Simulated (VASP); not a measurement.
Wanted: the native input for a VASP 6.6.1 run.

* Task: single point
* Functional: LDA
* Potentials or basis: VASP PAW LDA potentials, release 64 (Cu, I)
* Cutoff: 520 eV
* k mesh: 6 × 6 × 6
* Occupations: gaussian, width 0.01 eV
* Spin: no spin polarisation
* Dipole correction: no
* Further INCAR settings: ALGO = Normal; EDIFF = 1e-06; NBANDS = 16

The structure of CuI lies in POSCAR:

```
CuI
1.0
    0.0000000000      3.0120290156      3.0120290156
    3.0120290156      0.0000000000      3.0120290156
    3.0120290156      3.0120290156      0.0000000000
Cu I
1 1
Direct
    0.0000000000      0.0000000000      0.0000000000
    0.2500000000      0.2500000000      0.2500000000
```

These files were run (other wordings do the same):

INCAR

```
ALGO = Normal
EDIFF = 1E-6
ENCUT = 520
ISIF = 2
ISMEAR = 0
LASPH = True
LCHARG = True
LELF = True
LREAL = False
LVHAR = True
LWAVE = False
NBANDS = 16
NELM = 100
PREC = Accurate
SIGMA = 0.01
```

KPOINTS

```
k-points
0
Gamma
  6 6 6
```

Potentials or basis: VASP PAW LDA potentials, release 64 (Cu, I).

The run is started by

```bash
$ cat potpaw_LDA.64/Cu/POTCAR potpaw_LDA.64/I/POTCAR > POTCAR
$ mpirun -np 1 vasp_std > vasp.out
```

It gave:

```
Pressure               : -3.6 GPa
Band gap on the k mesh : 1.05 eV
```

Caveat: the cell stands under tension; spin-orbit coupling is left out, which moves the levels of the heavy elements.

Run time: 25 s on 1 thread of Oxide Virtual Turin-like Processor, with other jobs on the host, peak memory 0.12 GiB.
